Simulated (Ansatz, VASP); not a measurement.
**Sb in VASP and in Ansatz**

```
Sb
1.0
     2.18790    1.26319    3.84317
    -2.18790    1.26319    3.84317
     0.00000   -2.52637    3.84317
Sb
2
Direct
  0.23268 0.23268 0.23268
  0.76732 0.76732 0.76732
```

Alike in both runs: task single point; functional PBE; k mesh 9 × 9 × 9; occupations gaussian, width 0.3 eV; no spin polarisation.

|  | VASP | Ansatz |
| --- | --- | --- |
| version | VASP 6.6.1 | Ansatz 0.2.0 |
| potentials or method | VASP PAW PBE potentials, release 64 (Sb), cutoff 520 eV | plane waves (420 eV) with PAW, scalar-relativistic |
| valence electrons in the cell | 10 | 30 |

|  | VASP | Ansatz | Ansatz less VASP |
| --- | --- | --- | --- |
| pressure (GPa) | 0.0 | 0.0 | -0.04 |

VASP's potentials hold 10 valence electrons a cell and Ansatz's 30, so a difference there can come from the potentials and not from the codes.

Spin-orbit coupling is off throughout.
